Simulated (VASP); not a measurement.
Write the native input for VASP 6.6.1 that does the following.

```yaml
Task: single point
Functional: PBE
Potentials_or_basis: VASP PAW PBE potentials, release 64 (Al, N)
Cutoff: 520 eV
k_mesh: 12 × 12 × 4
Occupations: gaussian, width 0.1 eV
Spin: no spin polarisation
Dipole_correction: no
Further_INCAR_settings: ALGO = Normal; EDIFF = 1e-07; NBANDS = 22
```

The structure of Al4N3 lies in POSCAR:

```
Al4N3
1.0
    3.1980113764      0.0000000000      0.0000000000
   -1.5990056882      2.7695590935      0.0000000000
    0.0000000000      0.0000000000     10.2216024932
Al N
4 3
Direct
    0.0000000000      0.0000000000      0.4933369572
    0.3333333333      0.6666666667      0.7500409759
    0.0000000000      0.0000000000      0.9881797948
    0.3333333333      0.6666666667      0.2418572139
    0.3333333333      0.6666666667      0.4333634585
    0.0000000000      0.0000000000      0.6858193303
    0.0000000000      0.0000000000      0.1824022693
```

This cell differs from its parent crystal: volume scaled by 1.10, then relaxed in part.

These files were run (other wordings do the same):

INCAR

```
SYSTEM = Al4N3
PREC = Accurate
ENCUT = 520
EDIFF = 1E-7
ISMEAR = 0
SIGMA = 0.1
LREAL = .FALSE.
LASPH = .TRUE.
NELM = 100
ALGO = Normal
ISIF = 2
LWAVE = .FALSE.
LCHARG = .FALSE.
GGA = PE
NBANDS = 22
```

KPOINTS

```
Automatic mesh
0
G
  12 12 4
  0 0 0
```

Potentials or basis: VASP PAW PBE potentials, release 64 (Al, N).

Command:

```bash
$ cat potpaw_PBE.64/Al/POTCAR potpaw_PBE.64/N/POTCAR > POTCAR
$ mpirun -np 1 vasp_std > vasp.out
```

It gave:

* Pressure: -11.0 GPa
* Largest force: 0.009 eV/Å

Run time: 57 s on 1 thread of Intel(R) Xeon(R) 6975P-C (Granite Rapids) (shared host), peak memory 0.25 GiB.
